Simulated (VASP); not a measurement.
# Na (P6/mmm) in VASP: a series of runs

Runs on Na. Level: PBE. Tasks: single point.

All numbers are computed with VASP 6.6.1; they aren't measurements. Logs are shortened: lines on timing, memory, paths and dates and some standing lists are left out, and cuts for length are marked.

## 1. The cell of the first run

Symmetry: P6/mmm, No. 191, hexagonal system. Conventional cell: a = 4.838 Å, b = 4.838 Å, c = 2.871 Å, α = 90.00°, β = 90.00°, γ = 120.00°. Na (site symmetry 6/mmm) has 14 Na at 2.87 to 3.14 Å within 3.8 Å. Within 3.7 Å of Na (site symmetry -6m2) lie 11 Na at 2.79 to 3.14 Å.

This isn't the form of Na at room conditions, which is bcc.

## 2. Single point, PBE (19.40 Å³/atom)

INCAR reads:

```
ALGO     = Normal         # electronic algorithm
EDIFF    = 1E-6           # SCF threshold, eV
ENCUT    = 520            # plane-wave cutoff, eV
GGA      = PE             # functional
ISIF     = 2              # what is computed and relaxed
ISMEAR   = -1             # smearing method
LASPH    = True           # aspherical terms in the spheres
LCHARG   = True           # write CHGCAR
LELF     = True           # ELF
LREAL    = False          # projectors in reciprocal space
LVHAR    = True         
LWAVE    = False          # write WAVECAR
NBANDS   = 18             # bands
NELM     = 100            # most SCF steps
PREC     = Accurate       # precision mode
SIGMA    = 0.08           # smearing width, eV
```

KPOINTS reads:

```
k-points
0
Gamma
  6 6 8
```

POSCAR reads:

```
Na
1.0
    4.8377722942      0.0000000000      0.0000000000
   -2.4188861471      4.1896337045      0.0000000000
    0.0000000000      0.0000000000      2.8711885872
Na
3
Direct
    0.0000000000      0.0000000000      0.0000000000
    0.3333333333      0.6666666667      0.5000000000
    0.6666666667      0.3333333333      0.5000000000
```

Potentials or basis: VASP PAW PBE potentials, release 64 (Na_pv).

Command:

```sh
cat potpaw_PBE.64/Na_pv/POTCAR > POTCAR
mpirun -np 1 vasp_std > vasp.out
```

OUTCAR:

```text
EDIFF = 1E-6
   ENCUT = 520
   GGA = PE
   ISIF = 2
   ISMEAR = -1
   LASPH = True
   LREAL = False
   NELM = 100
   PREC = Accurate

 ion  position               nearest neighbor table
   1  0.000  0.000  0.000-
   2  0.333  0.667  0.500-   3 2.79   3 2.79   3 2.79
   3  0.667  0.333  0.500-   2 2.79   2 2.79   2 2.79

  LATTYP: Found a hexagonal cell.
 ALAT       =     4.8377722942
 C/A-ratio  =     0.5934939498

  Lattice vectors:

 A1 = (   4.8377722942,   0.0000000000,   0.0000000000)
 A2 = (  -2.4188861471,   4.1896337045,   0.0000000000)
 A3 = (   0.0000000000,   0.0000000000,   2.8711885872)

Analysis of symmetry for initial positions (statically):
=====================================================================
 Subroutine PRICEL returns:
 Original cell was already a primitive cell.

 Routine SETGRP: Setting up the symmetry group for a
 hexagonal supercell.

 Subroutine GETGRP returns: Found 24 space group operations
 (whereof 24 operations were pure point group operations)
 out of a pool of 24 trial point group operations.

The static configuration has the point symmetry D_6h.

Analysis of symmetry for dynamics (positions and initial velocities):
=====================================================================
 Subroutine PRICEL returns:
 Original cell was already a primitive cell.

 Routine SETGRP: Setting up the symmetry group for a
 hexagonal supercell.

 Subroutine GETGRP returns: Found 24 space group operations
 (whereof 24 operations were pure point group operations)
 out of a pool of 24 trial point group operations.

The dynamic configuration has the point symmetry D_6h.

 Subroutine INISYM returns: Found 24 space group operations
 (whereof 24 operations are pure point group operations),
 and found     1 'primitive' translations

----------------------------------------------------------------------------------------

                                     Primitive cell

  volume of cell :      58.1947

  direct lattice vectors                    reciprocal lattice vectors
     4.837772294  0.000000000  0.000000000     0.206706711  0.119342175  0.000000000
    -2.418886147  4.189633705  0.000000000     0.000000000  0.238684351  0.000000000
     0.000000000  0.000000000  2.871188587     0.000000000  0.000000000  0.348287815

  length of vectors
     4.837772294  4.837772294  2.871188587     0.238684351  0.238684351  0.348287815

  position of ions in fractional coordinates (direct lattice)
     0.000000000  0.000000000  0.000000000
     0.333333333  0.666666667  0.500000000
     0.666666667  0.333333333  0.500000000

  ion indices of the primitive-cell ions
   primitive index   ion index
                 1           1
                 2           2
                 3           3

----------------------------------------------------------------------------------------

 KPOINTS: k-points

Automatic generation of k-mesh.
 Grid dimensions read from file:
 generate k-points for:    6    6    8

 Generating k-lattice:

  Cartesian coordinates                     Fractional coordinates (reciprocal lattice)
     0.034451119  0.019890363  0.000000000     0.166666667  0.000000000  0.000000000
     0.000000000  0.039780725  0.000000000     0.000000000  0.166666667  0.000000000
     0.000000000  0.000000000  0.043535977     0.000000000  0.000000000  0.125000000

  Length of vectors
     0.039780725  0.039780725  0.043535977

  Shift w.r.t. Gamma in fractional coordinates (k-lattice)
     0.000000000  0.000000000  0.000000000

 Subroutine IBZKPT returns following result:
 ===========================================

 Found     35 irreducible k-points:

 Following reciprocal coordinates:
            Coordinates               Weight
  0.000000  0.000000  0.000000      1.000000
  0.166667  0.000000  0.000000      6.000000
  0.333333  0.000000  0.000000      6.000000
  0.500000  0.000000  0.000000      3.000000
  0.166667  0.166667  0.000000      6.000000
  0.333333  0.166667  0.000000     12.000000
[... 16 lines left out ...]
  0.166667  0.000000  0.375000     12.000000
  0.333333  0.000000  0.375000     12.000000
 [... further k-points ...]
   k-points           NKPTS =     35   k-points in BZ     NKDIM =     35   number of bands    NBANDS=     18
   number of dos      NEDOS =    301   number of ions     NIONS =      3
   total plane-waves  NPLWV =  31104
   dimension x,y,z NGX =    36 NGY =   36 NGZ =   24
   dimension x,y,z NGXF=    72 NGYF=   72 NGZF=   48
   ions per type =               3
   NGX,Y,Z   is equivalent  to a cutoff of  12.37, 12.37, 13.90 a.u.
   NGXF,Y,Z  is equivalent  to a cutoff of  24.74, 24.74, 27.79 a.u.
 SYSTEM =  unknown system
   PREC   = accura    normal or accurate (medium, high low for compatibility)
   ISTART =      0    job   : 0-new  1-cont  2-samecut
   ICHARG =      2    charge: 1-file 2-atom 10-const
   ISPIN  =      1    spin polarized calculation?
   LNONCOLLINEAR =      F non collinear calculations
   LSORBIT =      F    spin-orbit coupling
   LASPH  =      T    aspherical Exc in radial PAW
   ENCUT  =  520.0 eV  38.22 Ry    6.18 a.u.   9.00  9.00  5.34*2*pi/ulx,y,z
   NELM   =    100;   NELMIN=  2; NELMDL= -5     # of ELM steps
   EDIFF  = 0.1E-05   stopping-criterion for ELM
   LREAL  =      F    real-space projection
   EDIFFG = 0.1E-04   stopping-criterion for IOM
   NSW    =      0    number of steps for IOM
   IBRION =     -1    ionic relax: 0-MD 1-quasi-New 2-CG
   NFREE  =      0    steps in history (QN), initial steepest desc. (CG)
   ISIF   =      2    stress and relaxation
   ISYM   =      2    0-nonsym 1-usesym 2-fastsym
   POTIM  = 0.5000    time-step for ionic-motion
   TEBEG  =    0.0;   TEEND  =   0.0 temperature during run
   PSTRESS=    0.0 pullay stress
   NELECT =      21.0000    total number of electrons
   NUPDOWN=      -1.0000    fix difference up-down
   EMIN   =  10.00;   EMAX   =-10.00  energy-range for DOS
   EFERMI =   0.00;   METHOD = LEGACY
   ISMEAR =    -1;   SIGMA  =   0.08  broadening in eV -4-tet -1-fermi 0-gaus
   EFERMI_NEDOS =   21; number of points for ismear=-14 and -15
   IALGO  =     38    algorithm
   IMIX   =      4    mixing-type and parameters
     AMIX     =   0.40;   BMIX     =  1.00
     AMIX_MAG =   1.60;   BMIX_MAG =  1.00
  volume/ion in A,a.u.               =      19.40       130.91
  Fermi-wavevector in a.u.,A,eV,Ry     =   1.165521  2.202516 18.482695  1.358440
  Thomas-Fermi vector in A             =   2.302046
   LORBIT       =      0    0 simple, 1 ext, 2 COOP (PROOUT), +10 PAW based schemes
   GGA     = PE    functional components
   LHFCALC =     F    Hartree Fock is set to
   AEXX    =    0.0000 exact exchange contribution
   IVDW    =     0    specifies the selected vdW correction
   LEPSILON=     F    determine dielectric tensor
   LRPA    =     F    only Hartree local field effects (RPA)
 non-spin polarized calculation
  energy-cutoff  :      520.00
  volume of cell :       58.19
 maximum number of plane-waves:      1593
 NGX is ok and might be reduce to    36
   NGX = 17   NGY = 17   NGZ = 11

 number of electron      20.9999993 magnetization

 Free energy of the ion-electron system (eV)
  ---------------------------------------------------
  ext. energy  EPLUGINS =         0.00000000
  ---------------------------------------------------
  free energy    TOTEN  =        -2.24807089 eV

  energy without entropy =       -2.22619288  energy(sigma->0) =       -2.23713188

 E-fermi :   3.0930     XC(G=0):  -8.4832

 val. band max:        3.0775274882   @ k =   0.1667   0.0000   0.5000
 cond. band min:       3.1454152578   @ k =   0.1667   0.1667   0.5000
 fundamental gap:      0.0678877695
 Fermi energy:         3.0929522343

 k-point     1 :       0.0000    0.0000    0.0000
  band No.  band energies     occupation
      1     -22.0719      2.00000
      2     -22.0719      2.00000
      3     -21.9233      2.00000
      4     -21.9233      2.00000
      5     -21.8605      2.00000
      6     -21.8161      2.00000
[... 10 lines left out ...]
     17      15.9340      0.00000
     18      16.0690      0.00000

 k-point     2 :       0.1667    0.0000    0.0000
  band No.  band energies     occupation
      1     -22.0854      2.00000
      2     -22.0712      2.00000
      3     -21.9119      2.00000
      4     -21.9073      2.00000
      5     -21.8573      2.00000
      6     -21.8185      2.00000
[... 10 lines left out ...]
     17      16.0792      0.00000
     18      16.1568      0.00000

 k-point     3 :       0.3333    0.0000    0.0000
  band No.  band energies     occupation
      1     -22.1072      2.00000
      2     -22.0544      2.00000
      3     -21.9170      2.00000
      4     -21.8794      2.00000
      5     -21.8492      2.00000
      6     -21.8247      2.00000
[... 10 lines left out ...]
     17      13.8585      0.00000
     18      15.0921      0.00000

 k-point     4 :       0.5000    0.0000    0.0000
  band No.  band energies     occupation
      1     -22.1165      2.00000
      2     -22.0322      2.00000
      3     -21.9420      2.00000
      4     -21.8664      2.00000
      5     -21.8428      2.00000
      6     -21.8300      2.00000
[... 375 lines left out ...]
      4     -21.9936      2.00000
      5     -21.8827      2.00000
      6     -21.8725      2.00000
[... 10 lines left out ...]
     17      11.8793      0.00000
     18      11.8795      0.00000

 k-point    23 :       0.1667    0.0000    0.3750
  band No.  band energies     occupation
      1     -22.0602      2.00000
      2     -22.0482      2.00000
      3     -22.0365      2.00000
      4     -21.9974      2.00000
      5     -21.9091      2.00000
      6     -21.8659      2.00000
[... 10 lines left out ...]
     17      11.0647      0.00000
     18      11.3223      0.00000

 k-point    24 :       0.3333    0.0000    0.3750
  band No.  band energies     occupation
      1     -22.0592      2.00000
      2     -22.0564      2.00000
      3     -22.0307      2.00000
      4     -22.0076      2.00000
      5     -21.9181      2.00000
      6     -21.8538      2.00000
[... 10 lines left out ...]
     17      11.4467      0.00000
     18      11.8266      0.00000

 [... further k-points ...]
[... 5 lines left out ...]
  --------------------------------------------------------------------------------------
  -------------------------------------------------------------------------------------
  Total        6.1750554      6.1750554      5.9559193      0.0000000      0.0000000      0.0000000
  in kB      170.0075630    170.0075630    163.9744522      0.0000000      0.0000000      0.0000000
  external PRESSURE =     167.9965261 kB  Pullay stress =       0.0000000 kB

 VOLUME and BASIS-vectors are now :
 -----------------------------------------------------------------------------
  energy-cutoff  :      520.00
  volume of cell :       58.19
      direct lattice vectors                 reciprocal lattice vectors
     4.837772294  0.000000000  0.000000000     0.206706711  0.119342175  0.000000000
    -2.418886147  4.189633705  0.000000000     0.000000000  0.238684351  0.000000000
     0.000000000  0.000000000  2.871188587     0.000000000  0.000000000  0.348287815

 POSITION                                       TOTAL-FORCE (eV/Angst)
 -----------------------------------------------------------------------------------
      0.00000      0.00000      0.00000         0.000000      0.000000     -0.000000
     -0.00000      2.79309      1.43559         0.000000     -0.000000      0.000000
      2.41889      1.39654      1.43559        -0.000000      0.000000     -0.000000
 -----------------------------------------------------------------------------------
    total drift:                                0.000000      0.000000     -0.000000

  FREE ENERGIE OF THE ION-ELECTRON SYSTEM (eV)
  ---------------------------------------------------
  free  energy   TOTEN  =        -2.2480708857 eV

  energy  without entropy=       -2.2261928763  energy(sigma->0) =       -2.23713188
```

Wall time 9.3 s (1 thread of Intel Xeon 6975P-C (Granite Rapids), shared host); peak memory 0.17 GiB.

What came out:

| Quantity | Value |
| --- | --- |
| Free energy | -2.2481 eV |
| Pressure | 16.8 GPa |
| Band gap on the k mesh | zero (an odd number of electrons rules out a gap without spin polarisation) |

Stress tensor (GPa, compression positive):
```
17.00  0.00  0.00
 0.00 17.00  0.00
 0.00  0.00 16.40
```

Levels at points of the mesh, in eV from the Fermi level:
| k point | band 6 | band 7 | band 8 | band 9 | band 10 | band 11 | band 12 | band 13 | band 14 | band 15 |
| --- | --- | --- | --- | --- | --- | --- | --- | --- | --- | --- |
| (0.00, 0.00, 0.00) | -24.91 | -24.83 | -24.83 | -24.78 | -4.97 | 2.60 | 2.60 | 2.61 | 2.61 | 4.81 |
| (0.50, 0.00, 0.00) | -24.92 | -24.86 | -24.84 | -24.78 | -2.75 | -2.73 | 0.89 | 1.83 | 8.02 | 8.08 |
| (0.00, 0.00, 0.50) | -24.96 | -24.96 | -24.84 | -24.84 | -0.57 | -0.24 | 5.64 | 5.64 | 5.85 | 5.85 |
| (0.50, 0.00, 0.50) | -24.97 | -24.94 | -24.84 | -24.82 | 1.09 | 1.41 | 1.51 | 2.15 | 4.34 | 4.81 |

Caveat: the cell stands under pressure.

## 3. Single point, PBE

This run uses another cell than the first one, of 31.34 Å³/atom.

INCAR reads:

```
SYSTEM = Na
  ALGO = Normal
  EDIFF = 1E-7
  ENCUT = 520
  GGA = PE
  ISIF = 2
  ISMEAR = -1
  LASPH = .True.
  LCHARG = .False.
  LREAL = .False.
  LWAVE = .False.
  NBANDS = 18
  NELM = 80
  PREC = Accurate
  SIGMA = 0.08
```

KPOINTS reads:

```
k-points
0
Gamma
  6 6 8
  0 0 0
```

POSCAR reads:

```
Na
1.0
    5.6763705362      0.0000000000      0.0000000000
   -2.8381852681      4.9158810857      0.0000000000
    0.0000000000      0.0000000000      3.3688915702
Na
3
Direct
    0.0000000000      0.0000000000      0.0000000000
    0.3333333333      0.6666666667      0.5000000000
    0.6666666667      0.3333333333      0.5000000000
```

Potentials or basis: VASP PAW PBE potentials, release 64 (Na_pv).

Command:

```sh
cat potpaw_PBE.64/Na_pv/POTCAR > POTCAR
mpirun -np 1 vasp_std > vasp.out
```

Run time: 18 s. Hardware: 1 thread of Intel Xeon 6975P-C (Granite Rapids), shared host; peak memory 0.21 GiB.

The run converged. Its results:

```yaml
Free_energy: -3.8225 eV
Pressure: 1.8 GPa
Band_gap_on_the_k_mesh: zero (an odd number of electrons rules out a gap without spin polarisation)
```

Stress tensor (GPa, compression positive):
```
1.84 0.00 0.00
0.00 1.84 0.00
0.00 0.00 1.76
```

Levels at points of the mesh, in eV from the Fermi level:
```tsv
k point	band 6	band 7	band 8	band 9	band 10	band 11	band 12	band 13	band 14	band 15
(0.00, 0.00, 0.00)	-24.85	-24.76	-24.76	-24.74	-3.65	2.10	2.10	2.11	2.11	3.35
(0.50, 0.00, 0.00)	-24.85	-24.76	-24.76	-24.74	-2.06	-2.06	0.71	1.31	6.35	6.39
(0.00, 0.00, 0.50)	-24.86	-24.80	-24.75	-24.75	-0.35	-0.30	4.84	4.84	4.94	4.94
(0.50, 0.00, 0.50)	-24.85	-24.80	-24.75	-24.75	0.95	0.99	1.29	1.45	3.69	3.71
```
